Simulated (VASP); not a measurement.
Crystal: Co3SbN.

```
CELL_PARAMETERS angstrom
3.87303 0.00000 0.00000
0.00000 3.87303 0.00000
0.00000 0.00000 3.87303
ATOMIC_POSITIONS crystal
Co 0.00000 0.00000 0.50000
Co 0.00000 0.50000 0.00000
Co 0.50000 0.00000 0.00000
Sb 0.00000 0.00000 0.00000
N 0.50000 0.50000 0.50000
```

The cell was built from a structure type or drawn by symmetry, and may not be a known phase.

```yaml
Program: VASP 6.6.1
Task: relaxation of cell and atoms
Functional: PBE
Potentials_or_basis: VASP PAW PBE potentials, release 64 (Co, Sb, N)
Cutoff: 600 eV
k_mesh: 4 × 4 × 4
Occupations: gaussian, width 0.1 eV
Spin: collinear spin, ferromagnetic start
Starting_moments: "[3.0, 3.0, 3.0, 0.0, 0.0] μB"
```

At the start: pressure 119.5 GPa; volume 11.62 Å³/atom.

**Question.** How do energy, volume and symmetry change on relaxing?

**Answer.** Over 4 steps the energy falls by 2024.8 meV/atom and the volume is 21.70 Å³/atom (+86.7 %); space group Pm-3m (No. 221, to 0.1 Å) before and after; moment 3.02 μB per cell.

Step by step:
```csv
step,energy change (eV),largest force (eV/Å),pressure (GPa),volume (Å³)
1,0.0000,0.0000,119.54,58.10
2,-6.2698,0.0000,-10.47,165.73
3,-10.0776,0.0000,2.48,101.47
4,-10.1241,0.0000,-0.01,108.49
```

Final structure:
```cif
data_structure
_symmetry_space_group_name_H-M 'P 1'
_symmetry_Int_Tables_number 1
_cell_length_a 4.7693
_cell_length_b 4.7693
_cell_length_c 4.7693
_cell_angle_alpha 90.000
_cell_angle_beta 90.000
_cell_angle_gamma 90.000
_cell_volume 108.49
loop_
_atom_site_label
_atom_site_type_symbol
_atom_site_fract_x
_atom_site_fract_y
_atom_site_fract_z
_atom_site_occupancy
Co1 Co 0.00000 0.00000 0.50000 1
Co2 Co 0.00000 0.50000 0.00000 1
Co3 Co 0.50000 0.00000 0.00000 1
Sb1 Sb 0.00000 0.00000 0.00000 1
N1 N 0.50000 0.50000 0.50000 1
```

Caveat: the k points lie up to 0.33 Å⁻¹ apart in the final cell, too coarse for converged energies and pressures of a metal; the volume moved by over 15 % at a fixed basis, so the end points are rough.
